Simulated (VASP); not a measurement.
# Zn (Fm-3m) in VASP: single point with PBE

Aim: the single point of Zn with PBE.

Program: VASP 6.6.1. These are calculated values, not measurements. Logs are shortened: lines on timing, memory, paths and dates and some standing lists are left out, and cuts for length are marked.

## Step 1: The cell of the first run

Symmetry: Fm-3m, No. 225, cubic system. Conventional cell: a = 3.928 Å, b = 3.928 Å, c = 3.928 Å, α = 90.00°, β = 90.00°, γ = 90.00°. Zn (site symmetry m-3m) has 12 Zn at 2.78 Å within 3.7 Å.

This isn't the form of Zn at room conditions, which is hcp.

## Step 2: Single point, PBE, non-collinear spin, zero start, spin-orbit coupling (15.15 Å³/atom)

The input, INCAR:

```
PREC = Accurate
ENCUT = 520
EDIFF = 1E-6
ISMEAR = 0
SIGMA = 0.05
LREAL = False
LASPH = True
NELM = 150
ALGO = Fast
ISIF = 2
LWAVE = False
LCHARG = True
MAGMOM = 0 0 0
LORBIT = 11
LSORBIT = True
GGA_COMPAT = False
LORBMOM = True
GGA = PE
LVHAR = True
NBANDS = 23
```

The input, KPOINTS:

```
regular mesh
0
Gamma
  18 18 18
```

The input, POSCAR:

```
Zn
1.0
    0.0000000000      1.9639105308      1.9639105308
    1.9639105308      0.0000000000      1.9639105308
    1.9639105308      1.9639105308      0.0000000000
Zn
1
Direct
    0.0000000000      0.0000000000      0.0000000000
```

Potentials or basis: VASP PAW PBE potentials, release 64 (Zn).

Command:

```sh
> cat potpaw_PBE.64/Zn/POTCAR > POTCAR
> mpirun -np 1 vasp_ncl > vasp.out
```

OUTCAR:

```text
PREC = Accurate
   ENCUT = 520
   EDIFF = 1E-6
   ISMEAR = 0
   LREAL = False
   LASPH = True
   NELM = 150
   ISIF = 2
   LORBIT = 11
   LSORBIT = True
   GGA = PE

 ion  position               nearest neighbor table
   1  0.000  0.000  0.000-

  LATTYP: Found a face centered cubic cell.
 ALAT       =     3.9278210616

  Lattice vectors:

 A1 = (   0.0000000000,   1.9639105308,   1.9639105308)
 A2 = (   1.9639105308,   0.0000000000,   1.9639105308)
 A3 = (   1.9639105308,   1.9639105308,   0.0000000000)

Analysis of symmetry for initial positions (statically):
=====================================================================
 Subroutine PRICEL returns:
 Original cell was already a primitive cell.

 Routine SETGRP: Setting up the symmetry group for a
 face centered cubic supercell.

 Subroutine GETGRP returns: Found 48 space group operations
 (whereof 48 operations were pure point group operations)
 out of a pool of 48 trial point group operations.

The static configuration has the point symmetry O_h .

Analysis of symmetry for dynamics (positions and initial velocities):
=====================================================================
 Subroutine PRICEL returns:
 Original cell was already a primitive cell.

 Routine SETGRP: Setting up the symmetry group for a
 face centered cubic supercell.

 Subroutine GETGRP returns: Found 48 space group operations
 (whereof 48 operations were pure point group operations)
 out of a pool of 48 trial point group operations.

The dynamic configuration has the point symmetry O_h .

Analysis of structural, dynamic, and magnetic symmetry:
=====================================================================
 Subroutine PRICEL returns:
 Original cell was already a primitive cell.

 Routine SETGRP: Setting up the symmetry group for a
 face centered cubic supercell.

 Subroutine GETGRP returns: Found 48 space group operations
 (whereof 48 operations were pure point group operations)
 out of a pool of 48 trial point group operations.

The overall configuration has the point symmetry O_h .

 Subroutine INISYM returns: Found 48 space group operations
 (whereof 48 operations are pure point group operations),
 and found     1 'primitive' translations

----------------------------------------------------------------------------------------

                                     Primitive cell

  volume of cell :      15.1494

  direct lattice vectors                    reciprocal lattice vectors
     0.000000000  1.963910531  1.963910531    -0.254594083  0.254594083  0.254594083
     1.963910531  0.000000000  1.963910531     0.254594083 -0.254594083  0.254594083
     1.963910531  1.963910531  0.000000000     0.254594083  0.254594083 -0.254594083

  length of vectors
     2.777388908  2.777388908  2.777388908     0.440969886  0.440969886  0.440969886

  position of ions in fractional coordinates (direct lattice)
     0.000000000  0.000000000  0.000000000

  ion indices of the primitive-cell ions
   primitive index   ion index
                 1           1

----------------------------------------------------------------------------------------

 KPOINTS: regular mesh

Automatic generation of k-mesh.
 Grid dimensions read from file:
 generate k-points for:   18   18   18

 Generating k-lattice:

  Cartesian coordinates                     Fractional coordinates (reciprocal lattice)
    -0.014144116  0.014144116  0.014144116     0.055555556  0.000000000  0.000000000
     0.014144116 -0.014144116  0.014144116     0.000000000  0.055555556  0.000000000
     0.014144116  0.014144116 -0.014144116     0.000000000  0.000000000  0.055555556

  Length of vectors
     0.024498327  0.024498327  0.024498327

  Shift w.r.t. Gamma in fractional coordinates (k-lattice)
     0.000000000  0.000000000  0.000000000
[... 43 lines left out ...]
   ISTART =      0    job   : 0-new  1-cont  2-samecut
   ICHARG =      2    charge: 1-file 2-atom 10-const
   ISPIN  =      1    spin polarized calculation?
   LNONCOLLINEAR =      T non collinear calculations
   LSORBIT =      T    spin-orbit coupling
   LASPH  =      T    aspherical Exc in radial PAW
   ENCUT  =  520.0 eV  38.22 Ry    6.18 a.u.   5.16  5.16  5.16*2*pi/ulx,y,z
   NELM   =    150;   NELMIN=  2; NELMDL= -5     # of ELM steps
   EDIFF  = 0.1E-05   stopping-criterion for ELM
   LREAL  =      F    real-space projection
   EDIFFG = 0.1E-04   stopping-criterion for IOM
   NSW    =      0    number of steps for IOM
   IBRION =     -1    ionic relax: 0-MD 1-quasi-New 2-CG
   NFREE  =      0    steps in history (QN), initial steepest desc. (CG)
   ISIF   =      2    stress and relaxation
   ISYM   =      2    0-nonsym 1-usesym 2-fastsym
   POTIM  = 0.5000    time-step for ionic-motion
   TEBEG  =    0.0;   TEEND  =   0.0 temperature during run
   PSTRESS=    0.0 pullay stress
   NELECT =      12.0000    total number of electrons
   NUPDOWN=      -1.0000    fix difference up-down
   EMIN   =  10.00;   EMAX   =-10.00  energy-range for DOS
   EFERMI =   0.00;   METHOD = LEGACY
   ISMEAR =     0;   SIGMA  =   0.05  broadening in eV -4-tet -1-fermi 0-gaus
   EFERMI_NEDOS =   21; number of points for ismear=-14 and -15
   IALGO  =     68    algorithm
   IMIX   =      4    mixing-type and parameters
     AMIX     =   0.40;   BMIX     =  1.00
     AMIX_MAG =   1.60;   BMIX_MAG =  1.00
  volume/ion in A,a.u.               =      15.15       102.23
  Fermi-wavevector in a.u.,A,eV,Ry     =   1.514736  2.862436 31.217540  2.294424
  Thomas-Fermi vector in A             =   2.624354
   LORBIT       =     11    0 simple, 1 ext, 2 COOP (PROOUT), +10 PAW based schemes
   GGA     = PE    functional components
   LHFCALC =     F    Hartree Fock is set to
   AEXX    =    0.0000 exact exchange contribution
   IVDW    =     0    specifies the selected vdW correction
   LEPSILON=     F    determine dielectric tensor
   LRPA    =     F    only Hartree local field effects (RPA)
 RMM-DIIS sequential band-by-band and
 Gauss-broadening in eV      SIGMA  =   0.05
  energy-cutoff  :      520.00
  volume of cell :       15.15
 maximum number of plane-waves:       838
 NGX is ok and might be reduce to    24
   NGX = 11   NGY = 11   NGZ = 11

 number of electron      12.0000000 magnetization       0.0000000      0.0000000      0.0000000

 number of electron      12.0000008 magnetization      -0.0000000     -0.0000000     -0.0000000

 number of electron      12.0000008 magnetization      -0.0000000      0.0000000      0.0000000

 number of electron      12.0000008 magnetization       0.0000000     -0.0000000     -0.0000000

 Free energy of the ion-electron system (eV)
  ---------------------------------------------------
  ext. energy  EPLUGINS =         0.00000000
  ---------------------------------------------------
  free energy    TOTEN  =        -1.08935201 eV

  energy without entropy =       -1.08921072  energy(sigma->0) =       -1.08928137

 E-fermi :   3.0378     XC(G=0): -11.5839

 val. band max:        2.9966798448   @ k =  -0.3889   0.4444   0.0556
 cond. band min:       3.0876446525   @ k =  -0.3333   0.3333   0.1667
 fundamental gap:      0.0909648077
 Fermi energy:         3.0378158776

 k-point     1 :       0.0000    0.0000    0.0000
  band No.  band energies     occupation
      1      -7.2718      1.00000
      2      -7.2718      1.00000
      3      -4.6632      1.00000
      4      -4.6632      1.00000
      5      -4.6632      1.00000
      6      -4.6632      1.00000
[... 613 lines left out ...]
     22      24.0683      0.00000
     23      24.6885      0.00000

 [... further k-points ...]
[... 5 lines left out ...]
  --------------------------------------------------------------------------------------
  -------------------------------------------------------------------------------------
  Total        0.0381628      0.0381628      0.0381628     -0.0000000      0.0000000      0.0000000
  in kB        4.0360453      4.0360453      4.0360453     -0.0000000      0.0000000      0.0000000
  external PRESSURE =       4.0360453 kB  Pullay stress =       0.0000000 kB

 VOLUME and BASIS-vectors are now :
 -----------------------------------------------------------------------------
  energy-cutoff  :      520.00
  volume of cell :       15.15
      direct lattice vectors                 reciprocal lattice vectors
     0.000000000  1.963910531  1.963910531    -0.254594083  0.254594083  0.254594083
     1.963910531  0.000000000  1.963910531     0.254594083 -0.254594083  0.254594083
     1.963910531  1.963910531  0.000000000     0.254594083  0.254594083 -0.254594083

 POSITION                                       TOTAL-FORCE (eV/Angst)
 -----------------------------------------------------------------------------------
      0.00000      0.00000      0.00000         0.000000      0.000000      0.000000
 -----------------------------------------------------------------------------------
    total drift:                                0.000000      0.000000      0.000000

  FREE ENERGIE OF THE ION-ELECTRON SYSTEM (eV)
  ---------------------------------------------------
  free  energy   TOTEN  =        -1.0893520108 eV

  energy  without entropy=       -1.0892107237  energy(sigma->0) =       -1.08928137

 orbital moment (x)

 # of ion     p       d       tot
 ----------------------------------------
  1         0.000   0.000   0.000
 ----------------------------------------
            0.000   0.000   0.000

 orbital moment (y)

 # of ion     p       d       tot
 ----------------------------------------
  1         0.000   0.000   0.000
 ----------------------------------------
            0.000   0.000   0.000

 orbital moment (z)

 # of ion     p       d       tot
 ----------------------------------------
  1         0.000  -0.000  -0.000
 ----------------------------------------
            0.000  -0.000  -0.000

 Spin-Orbit-Coupling matrix elements

 Ion:    1  E_soc:     -0.0086716
 l=   1
     0.0000000    -0.0004029    -0.0004029
    -0.0004029     0.0000000    -0.0004029
    -0.0004029    -0.0004029     0.0000000
 l=   2
     0.0000000    -0.0002103     0.0000000    -0.0002103    -0.0008320
    -0.0002103     0.0000000    -0.0006240    -0.0002103    -0.0002080
     0.0000000    -0.0006240     0.0000000    -0.0006240     0.0000000
    -0.0002103    -0.0002103    -0.0006240     0.0000000    -0.0002080
    -0.0008320    -0.0002080     0.0000000    -0.0002080     0.0000000
 l=   3
     0.0000000     0.0000000     0.0000000     0.0000000     0.0000000     0.0000000     0.0000000
     0.0000000     0.0000000     0.0000000     0.0000000     0.0000000     0.0000000     0.0000000
     0.0000000     0.0000000     0.0000000     0.0000000     0.0000000     0.0000000     0.0000000
     0.0000000     0.0000000     0.0000000     0.0000000     0.0000000     0.0000000     0.0000000
     0.0000000     0.0000000     0.0000000     0.0000000     0.0000000     0.0000000     0.0000000
     0.0000000     0.0000000     0.0000000     0.0000000     0.0000000     0.0000000     0.0000000
     0.0000000     0.0000000     0.0000000     0.0000000     0.0000000     0.0000000     0.0000000

 total charge

# of ion       s       p       d       tot
------------------------------------------
    1        0.602   0.424   9.725  10.750

 magnetization (x)

# of ion       s       p       d       tot
------------------------------------------
    1       -0.000   0.000   0.000   0.000

 magnetization (y)

# of ion       s       p       d       tot
------------------------------------------
    1        0.000   0.000   0.000   0.000

 magnetization (z)

# of ion       s       p       d       tot
------------------------------------------
    1        0.000   0.000  -0.000  -0.000
```

It took 2.2 min on 1 thread of Intel Xeon Platinum 8259CL at 2.50GHz (Skylake/Cascade Lake), shared host; peak memory 0.25 GiB.

Results:

```
Free energy                                           : -1.0894 eV
Pressure                                              : 0.4 GPa
Net moment                                            : 0.00 μB per cell
Valence electrons inside the program's atomic spheres : Zn 10.75
```

Moments on the atoms (μB; x, y, z):
```
Zn  0.00 0.00 0.00
```
